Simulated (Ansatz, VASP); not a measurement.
## Two plane-wave programs on Bi

POSCAR

```
Bi
1.0
    3.3001773526      0.0000000000      0.0000000000
    0.0000000000      3.3001773526      0.0000000000
    0.0000000000      0.0000000000      3.3001773526
Bi
1
Direct
    0.0000000000      0.0000000000      0.0000000000
```

INCAR.step1

```
PREC = Accurate
ENCUT = 550
ISMEAR = 0
SIGMA = 0.1
LREAL = False
LASPH = True
NELM = 120
GGA = PE
ALGO = Normal
EDIFF = 1E-5
LWAVE = True
LCHARG = False
GGA_COMPAT = False
IBRION = 2
ISIF = 3
EDIFFG = -0.005
NELMIN = 4
NSW = 100
```

The input INCAR.step2:

```
PREC = Accurate
ENCUT = 550
EDIFF = 1E-7
ISMEAR = 0
SIGMA = 0.1
LREAL = False
LASPH = True
NELM = 120
ALGO = Normal
ISIF = 3
LWAVE = False
LCHARG = False
METAGGA = R2SCAN
LMIXTAU = True
IBRION = 2
NSW = 100
EDIFFG = -0.01
ISTART = 1
GGA_COMPAT = False
NELMIN = 4
```

File KPOINTS:

```
regular mesh
0
Gamma
  12 12 12
```

Input for Ansatz:

```yaml
crystal:
  lattice:
    - [3.3001773526, 0.0, 0.0]
    - [0.0, 3.3001773526, 0.0]
    - [0.0, 0.0, 3.3001773526]
  atoms:
    - { symbol: Bi, position: [0.0, 0.0, 0.0] }
basis:
  ecutwfc: 500
kpoints:
  mp_grid: { grid: [12, 12, 12] }
hamiltonian:
  xc: r2scan
scf:
  occupations: { method: gaussian, width: 0.1 }
output:
  forces: true
  stress: true
  eigenvalues: true
relax:
  adjacent_minimum: "off"
  f_tol: 0.01
  max_steps: 80
  cell: { stress_tol: 0.05 }
```

Alike in both runs: task relaxation of cell and atoms; functional r2SCAN; k mesh 12 × 12 × 12; occupations gaussian, width 0.1 eV; no spin polarisation.

|  | VASP | Ansatz |
| --- | --- | --- |
| version | VASP 6.6.1 | Ansatz 0.2.0 |
| potentials or method | VASP PAW PBE potentials, release 64 (Bi_d), cutoff 550 eV | scalar-relativistic, plane waves, PAW |
| valence electrons in the cell | 15 | 15 |

VASP gave:

- gap on the k mesh at the Fermi level, each at its own relaxed structure (eV): none
- relaxed volume (Å³/atom): 34.49
- relaxed cell length with the largest relative difference (Å): 3.255

Question: Estimate Ansatz's values.

Answer: gap on the k mesh at the Fermi level, each at its own relaxed structure (eV): none; relaxed volume (Å³/atom): 34.50; relaxed cell length with the largest relative difference (Å): 3.256.

VASP's potentials were made for PBE, not for r2SCAN. A gap of «none» marks a metal or a gap that the smearing closes.

Spin-orbit coupling is off throughout.
